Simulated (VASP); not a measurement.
# Al2Pt (Fm-3m) in VASP: settings compared

The runs below take Al2Pt through single point, with LDA, PBE.

All numbers are computed with VASP 6.6.1; they aren't measurements. Logs are shortened: lines on timing, memory, paths and dates and some standing lists are left out, and cuts for length are marked.

## Step 1: The cell of the first run

The structure is cubic, space group Fm-3m (No. 225). Conventional cell: a = 5.830 Å, b = 5.830 Å, c = 5.830 Å, α = 90.00°, β = 90.00°, γ = 90.00°. Within 3.3 Å of Pt (site symmetry m-3m) lie 8 Al at 2.52 Å. Within 3.3 Å of Al (site symmetry -43m) lie 4 Pt at 2.52 Å and 6 Al at 2.92 Å.

## Step 2: Single point, LDA

Contents of INCAR:

```
PREC = Accurate
ENCUT = 520
EDIFF = 1E-6
ISMEAR = -1
SIGMA = 0.05
LREAL = False
LASPH = True
NELM = 80
ALGO = Normal
ISIF = 2
LWAVE = False
LCHARG = True
GGA = CA
LELF = True
LVHAR = True
NBANDS = 15
```

Contents of KPOINTS:

```
regular mesh
0
Gamma
  8 8 8
```

Contents of POSCAR:

```
Al2Pt
1.0
    0.0000000000      2.9150626719      2.9150626719
    2.9150626719      0.0000000000      2.9150626719
    2.9150626719      2.9150626719      0.0000000000
Pt Al
1 2
Direct
    0.0000000000      0.0000000000      0.0000000000
    0.7500000000      0.7500000000      0.7500000000
    0.2500000000      0.2500000000      0.2500000000
```

Potentials or basis: VASP PAW LDA potentials, release 64 (Pt, Al).

Command:

```sh
$ cat potpaw_LDA.64/Pt/POTCAR potpaw_LDA.64/Al/POTCAR > POTCAR
$ mpirun -np 1 vasp_std > vasp.out
```

OUTCAR:

```text
PREC = Accurate
   ENCUT = 520
   EDIFF = 1E-6
   ISMEAR = -1
   LREAL = False
   LASPH = True
   NELM = 80
   ISIF = 2
   GGA = CA

 ion  position               nearest neighbor table
   1  0.000  0.000  0.000-   2 2.52   3 2.52   2 2.52   2 2.52   2 2.52   3 2.52   3 2.52   3 2.52

   2  0.750  0.750  0.750-   1 2.52   1 2.52   1 2.52   1 2.52   3 2.92   3 2.92   3 2.92   3 2.92
                             3 2.92   3 2.92
   3  0.250  0.250  0.250-   1 2.52   1 2.52   1 2.52   1 2.52   2 2.92   2 2.92   2 2.92   2 2.92
                             2 2.92   2 2.92

  LATTYP: Found a face centered cubic cell.
 ALAT       =     5.8301253438

  Lattice vectors:

 A1 = (   0.0000000000,   2.9150626719,   2.9150626719)
 A2 = (   2.9150626719,   0.0000000000,   2.9150626719)
 A3 = (   2.9150626719,   2.9150626719,   0.0000000000)

Analysis of symmetry for initial positions (statically):
=====================================================================
 Subroutine PRICEL returns:
 Original cell was already a primitive cell.

 Routine SETGRP: Setting up the symmetry group for a
 face centered cubic supercell.

 Subroutine GETGRP returns: Found 48 space group operations
 (whereof 48 operations were pure point group operations)
 out of a pool of 48 trial point group operations.

The static configuration has the point symmetry O_h .

Analysis of symmetry for dynamics (positions and initial velocities):
=====================================================================
 Subroutine PRICEL returns:
 Original cell was already a primitive cell.

 Routine SETGRP: Setting up the symmetry group for a
 face centered cubic supercell.

 Subroutine GETGRP returns: Found 48 space group operations
 (whereof 48 operations were pure point group operations)
 out of a pool of 48 trial point group operations.

The dynamic configuration has the point symmetry O_h .

 Subroutine INISYM returns: Found 48 space group operations
 (whereof 48 operations are pure point group operations),
 and found     1 'primitive' translations

----------------------------------------------------------------------------------------

                                     Primitive cell

  volume of cell :      49.5420

  direct lattice vectors                    reciprocal lattice vectors
     0.000000000  2.915062672  2.915062672    -0.171522899  0.171522899  0.171522899
     2.915062672  0.000000000  2.915062672     0.171522899 -0.171522899  0.171522899
     2.915062672  2.915062672  0.000000000     0.171522899  0.171522899 -0.171522899

  length of vectors
     4.122521166  4.122521166  4.122521166     0.297086376  0.297086376  0.297086376

  position of ions in fractional coordinates (direct lattice)
     0.000000000  0.000000000  0.000000000
     0.750000000  0.750000000  0.750000000
     0.250000000  0.250000000  0.250000000

  ion indices of the primitive-cell ions
   primitive index   ion index
                 1           1
                 2           2
                 3           3

----------------------------------------------------------------------------------------

 KPOINTS: regular mesh

Automatic generation of k-mesh.
 Grid dimensions read from file:
 generate k-points for:    8    8    8

 Generating k-lattice:

  Cartesian coordinates                     Fractional coordinates (reciprocal lattice)
    -0.021440362  0.021440362  0.021440362     0.125000000  0.000000000  0.000000000
     0.021440362 -0.021440362  0.021440362     0.000000000  0.125000000  0.000000000
     0.021440362  0.021440362 -0.021440362     0.000000000  0.000000000  0.125000000

  Length of vectors
     0.037135797  0.037135797  0.037135797

  Shift w.r.t. Gamma in fractional coordinates (k-lattice)
     0.000000000  0.000000000  0.000000000

 Subroutine IBZKPT returns following result:
 ===========================================

 Found     29 irreducible k-points:

 Following reciprocal coordinates:
            Coordinates               Weight
  0.000000  0.000000  0.000000      1.000000
  0.125000  0.000000  0.000000      8.000000
  0.250000  0.000000  0.000000      8.000000
  0.375000  0.000000  0.000000      8.000000
  0.500000  0.000000  0.000000      4.000000
  0.125000  0.125000  0.000000      6.000000
[... 16 lines left out ...]
  0.500000  0.250000  0.125000     48.000000
 -0.375000  0.250000  0.125000     24.000000
 [... further k-points ...]
   k-points           NKPTS =     29   k-points in BZ     NKDIM =     29   number of bands    NBANDS=     15
   number of dos      NEDOS =    301   number of ions     NIONS =      3
   total plane-waves  NPLWV =  32768
   dimension x,y,z NGX =    32 NGY =   32 NGZ =   32
   dimension x,y,z NGXF=    64 NGYF=   64 NGZF=   64
   ions per type =               1   2
   NGX,Y,Z   is equivalent  to a cutoff of  12.90, 12.90, 12.90 a.u.
   NGXF,Y,Z  is equivalent  to a cutoff of  25.81, 25.81, 25.81 a.u.
 SYSTEM =  unknown system
   PREC   = accura    normal or accurate (medium, high low for compatibility)
   ISTART =      0    job   : 0-new  1-cont  2-samecut
   ICHARG =      2    charge: 1-file 2-atom 10-const
   ISPIN  =      1    spin polarized calculation?
   LNONCOLLINEAR =      F non collinear calculations
   LSORBIT =      F    spin-orbit coupling
   LASPH  =      T    aspherical Exc in radial PAW
   ENCUT  =  520.0 eV  38.22 Ry    6.18 a.u.   7.67  7.67  7.67*2*pi/ulx,y,z
   NELM   =     80;   NELMIN=  2; NELMDL= -5     # of ELM steps
   EDIFF  = 0.1E-05   stopping-criterion for ELM
   LREAL  =      F    real-space projection
   EDIFFG = 0.1E-04   stopping-criterion for IOM
   NSW    =      0    number of steps for IOM
   IBRION =     -1    ionic relax: 0-MD 1-quasi-New 2-CG
   NFREE  =      0    steps in history (QN), initial steepest desc. (CG)
   ISIF   =      2    stress and relaxation
   ISYM   =      2    0-nonsym 1-usesym 2-fastsym
   POTIM  = 0.5000    time-step for ionic-motion
   TEBEG  =    0.0;   TEEND  =   0.0 temperature during run
   PSTRESS=    0.0 pullay stress
   NELECT =      16.0000    total number of electrons
   NUPDOWN=      -1.0000    fix difference up-down
   EMIN   =  10.00;   EMAX   =-10.00  energy-range for DOS
   EFERMI =   0.00;   METHOD = LEGACY
   ISMEAR =    -1;   SIGMA  =   0.05  broadening in eV -4-tet -1-fermi 0-gaus
   EFERMI_NEDOS =   21; number of points for ismear=-14 and -15
   IALGO  =     38    algorithm
   IMIX   =      4    mixing-type and parameters
     AMIX     =   0.40;   BMIX     =  1.00
     AMIX_MAG =   1.60;   BMIX_MAG =  1.00
  volume/ion in A,a.u.               =      16.51       111.44
  Fermi-wavevector in a.u.,A,eV,Ry     =   1.123200  2.122539 17.164801  1.261577
  Thomas-Fermi vector in A             =   2.259864
   LORBIT       =      0    0 simple, 1 ext, 2 COOP (PROOUT), +10 PAW based schemes
   GGA     = CA    functional components
   LHFCALC =     F    Hartree Fock is set to
   AEXX    =    0.0000 exact exchange contribution
   IVDW    =     0    specifies the selected vdW correction
   LEPSILON=     F    determine dielectric tensor
   LRPA    =     F    only Hartree local field effects (RPA)
 non-spin polarized calculation
  energy-cutoff  :      520.00
  volume of cell :       49.54
 maximum number of plane-waves:      1363
   NGX = 15   NGY = 15   NGZ = 15

 number of electron      16.0000000 magnetization

 Free energy of the ion-electron system (eV)
  ---------------------------------------------------
  ext. energy  EPLUGINS =         0.00000000
  ---------------------------------------------------
  free energy    TOTEN  =       -18.58364380 eV

  energy without entropy =      -18.57156296  energy(sigma->0) =      -18.57760338

 E-fermi :   8.1733     XC(G=0): -11.0658

 val. band max:        8.1102108358   @ k =   0.3750   0.2500   0.0000
 cond. band min:       8.2028941033   @ k =  -0.3750   0.1250   0.0000
 fundamental gap:      0.0926832675
 Fermi energy:         8.1732581445

 k-point     1 :       0.0000    0.0000    0.0000
  band No.  band energies     occupation
      1      -2.3091      2.00000
      2       2.9046      2.00000
      3       2.9046      2.00000
      4       2.9046      2.00000
      5       4.3164      2.00000
      6       4.3164      2.00000
      7      11.3302      0.00000
      8      12.0581      0.00000
      9      12.0581      0.00000
     10      12.0581      0.00000
     11      13.8344      0.00000
     12      13.8344      0.00000
     13      13.8344      0.00000
     14      14.6281      0.00000
     15      14.6281      0.00000

 k-point     2 :       0.1250    0.0000    0.0000
  band No.  band energies     occupation
      1      -2.0878      2.00000
      2       2.7821      2.00000
      3       2.9775      2.00000
      4       2.9775      2.00000
      5       4.2927      2.00000
      6       4.2927      2.00000
      7       9.8915      0.00000
      8      11.5297      0.00000
      9      11.5297      0.00000
     10      11.6531      0.00000
     11      14.1885      0.00000
     12      14.2721      0.00000
     13      14.2721      0.00000
     14      14.4376      0.00000
     15      14.4376      0.00000

 k-point     3 :       0.2500    0.0000    0.0000
  band No.  band energies     occupation
      1      -1.4518      2.00000
      2       2.4958      2.00000
      3       3.1297      2.00000
      4       3.1297      2.00000
      5       4.2985      2.00000
      6       4.2985      2.00000
      7       7.2896      2.00000
      8      10.5270      0.00000
      9      10.5270      0.00000
     10      12.0804      0.00000
     11      13.7559      0.00000
     12      13.8233      0.00000
     13      13.8233      0.00000
     14      15.6895      0.00000
     15      15.6895      0.00000
[... 343 lines left out ...]
 k-point    23 :       0.5000    0.2500    0.1250
  band No.  band energies     occupation
      1       0.0404      2.00000
      2       2.0991      2.00000
      3       3.1284      2.00000
      4       3.5669      2.00000
      5       4.1753      2.00000
      6       4.4413      2.00000
      7       5.3093      2.00000
      8       7.3072      2.00000
      9       8.8004      0.00001
     10      12.2662      0.00000
     11      13.4828      0.00000
     12      14.5068      0.00000
     13      15.5312      0.00000
     14      16.3699      0.00000
     15      17.9124      0.00000

 k-point    24 :      -0.3750    0.2500    0.1250
  band No.  band energies     occupation
      1       0.6821      2.00000
      2       1.9494      2.00000
      3       3.0694      2.00000
      4       3.5842      2.00000
      5       3.8781      2.00000
      6       4.5342      2.00000
      7       4.8245      2.00000
      8       7.2107      2.00000
      9       8.3242      0.09311
     10      12.1302      0.00000
     11      13.5866      0.00000
     12      15.1952      0.00000
     13      15.5904      0.00000
     14      16.7477      0.00000
     15      17.4145      0.00000

 [... further k-points ...]
[... 5 lines left out ...]
  --------------------------------------------------------------------------------------
  -------------------------------------------------------------------------------------
  Total        0.6856050      0.6856050      0.6856050     -0.0000000      0.0000000      0.0000000
  in kB       22.1723051     22.1723051     22.1723051     -0.0000000      0.0000000      0.0000000
  external PRESSURE =      22.1723051 kB  Pullay stress =       0.0000000 kB

 VOLUME and BASIS-vectors are now :
 -----------------------------------------------------------------------------
  energy-cutoff  :      520.00
  volume of cell :       49.54
      direct lattice vectors                 reciprocal lattice vectors
     0.000000000  2.915062672  2.915062672    -0.171522899  0.171522899  0.171522899
     2.915062672  0.000000000  2.915062672     0.171522899 -0.171522899  0.171522899
     2.915062672  2.915062672  0.000000000     0.171522899  0.171522899 -0.171522899

 POSITION                                       TOTAL-FORCE (eV/Angst)
 -----------------------------------------------------------------------------------
      0.00000      0.00000      0.00000         0.000000     -0.000000      0.000000
      4.37259      4.37259      4.37259        -0.000000     -0.000000      0.000000
      1.45753      1.45753      1.45753         0.000000      0.000000     -0.000000
 -----------------------------------------------------------------------------------
    total drift:                                0.000000     -0.000000      0.000000

  FREE ENERGIE OF THE ION-ELECTRON SYSTEM (eV)
  ---------------------------------------------------
  free  energy   TOTEN  =       -18.5836438012 eV

  energy  without entropy=      -18.5715629556  energy(sigma->0) =      -18.57760338
```

Run time: 11 s. Hardware: 1 thread of Intel Xeon Platinum 8488C (Sapphire Rapids), shared host; peak memory 0.16 GiB.

Results:

* Free energy: -18.5836 eV
* Pressure: 2.2 GPa
* Band gap on the k mesh: zero (band 8 reaches 12.06 eV, above the bottom of band 9 at 6.53 eV)

Levels at points of the mesh, in eV from the Fermi level:
```csv
k point,band 4,band 5,band 6,band 7,band 8,band 9,band 10,band 11,band 12,band 13
"(0.00, 0.00, 0.00)",-5.27,-3.86,-3.86,3.16,3.88,3.88,3.88,5.66,5.66,5.66
"(0.50, 0.00, 0.00)",-4.94,-3.84,-3.62,-3.62,1.05,1.05,3.81,5.36,5.36,5.72
"(0.50, 0.50, 0.00)",-3.95,-3.95,-3.53,-3.32,-1.64,-1.64,3.41,3.46,8.14,11.04
```

Caveat: spin-orbit coupling is left out, which moves the levels of the heavy elements.

## Step 3: Single point, PBE

Contents of INCAR:

```
SYSTEM = Al2Pt
PREC     = Accurate       ! precision mode
ENCUT    = 520            ! plane-wave cutoff, eV
EDIFF    = 1E-6           ! SCF threshold, eV
ISMEAR   = -1             ! smearing method
SIGMA    = 0.05           ! smearing width, eV
LREAL    = .FALSE.        ! projectors in reciprocal space
LASPH    = .TRUE.         ! aspherical terms in the spheres
NELM     = 80             ! most SCF steps
ALGO     = Normal         ! electronic algorithm
ISIF     = 2              ! what is computed and relaxed
LWAVE    = .FALSE.        ! write WAVECAR
LCHARG   = .FALSE.        ! write CHGCAR
GGA      = PE             ! functional
NBANDS   = 15             ! bands
```

Contents of KPOINTS:

```
regular mesh
0
G
  8 8 8
  0 0 0
```

POSCAR is that of step 2.

Potentials or basis: VASP PAW PBE potentials, release 64 (Pt, Al).

Command:

```sh
$ cat potpaw_PBE.64/Pt/POTCAR potpaw_PBE.64/Al/POTCAR > POTCAR
$ mpirun -np 1 vasp_std > vasp.out
```

OUTCAR:

```text
SYSTEM = Al2Pt
   PREC = Accurate
   ENCUT = 520
   EDIFF = 1E-6
   ISMEAR = -1
   LREAL = .FALSE.
   LASPH = .TRUE.
   NELM = 80
   ISIF = 2
   GGA = PE

 ion  position               nearest neighbor table
   1  0.000  0.000  0.000-   2 2.52   3 2.52   2 2.52   2 2.52   2 2.52   3 2.52   3 2.52   3 2.52

   2  0.750  0.750  0.750-   1 2.52   1 2.52   1 2.52   1 2.52   3 2.92   3 2.92   3 2.92   3 2.92
                             3 2.92   3 2.92
   3  0.250  0.250  0.250-   1 2.52   1 2.52   1 2.52   1 2.52   2 2.92   2 2.92   2 2.92   2 2.92
                             2 2.92   2 2.92
[... 621 lines left out ...]
     14      16.9849      0.00000
     15      17.6886      0.00000

 [... further k-points ...]
[... 5 lines left out ...]
  --------------------------------------------------------------------------------------
  -------------------------------------------------------------------------------------
  Total        2.6528836      2.6528836      2.6528836     -0.0000000     -0.0000000      0.0000000
  in kB       85.7936414     85.7936414     85.7936414     -0.0000000     -0.0000000      0.0000000
  external PRESSURE =      85.7936414 kB  Pullay stress =       0.0000000 kB

 VOLUME and BASIS-vectors are now :
 -----------------------------------------------------------------------------
  energy-cutoff  :      520.00
  volume of cell :       49.54
      direct lattice vectors                 reciprocal lattice vectors
     0.000000000  2.915062672  2.915062672    -0.171522899  0.171522899  0.171522899
     2.915062672  0.000000000  2.915062672     0.171522899 -0.171522899  0.171522899
     2.915062672  2.915062672  0.000000000     0.171522899  0.171522899 -0.171522899

 POSITION                                       TOTAL-FORCE (eV/Angst)
 -----------------------------------------------------------------------------------
      0.00000      0.00000      0.00000        -0.000000     -0.000000     -0.000000
      4.37259      4.37259      4.37259         0.000000     -0.000000     -0.000000
      1.45753      1.45753      1.45753        -0.000000      0.000000      0.000000
 -----------------------------------------------------------------------------------
    total drift:                                0.000000     -0.000000      0.000000

  FREE ENERGIE OF THE ION-ELECTRON SYSTEM (eV)
  ---------------------------------------------------
  free  energy   TOTEN  =       -16.1692255790 eV

  energy  without entropy=      -16.1571513176  energy(sigma->0) =      -16.16318845
```

stdout:

```text
POSCAR found type information on POSCAR PtAl
 POSCAR found :  2 types and       3 ions
 scaLAPACK will be used
 LDA part: xc-table for (Slater+PW92), standard interpolation
 POSCAR, INCAR and KPOINTS ok, starting setup
 FFT: planning ... GRIDC
 FFT: planning ... GRID_SOFT
 FFT: planning ... GRID
 WAVECAR not read
 entering main loop
```

Run time: 15 s. Hardware: 1 thread of Intel Xeon Platinum 8488C (Sapphire Rapids), shared host; peak memory 0.18 GiB.

Results:

```yaml
Free_energy: -16.1692 eV
Pressure: 8.6 GPa
Band_gap_on_the_k_mesh: zero (band 8 reaches 12.24 eV, above the bottom of band 9 at 6.71 eV)
```

Caveat: spin-orbit coupling is left out, which moves the levels of the heavy elements.
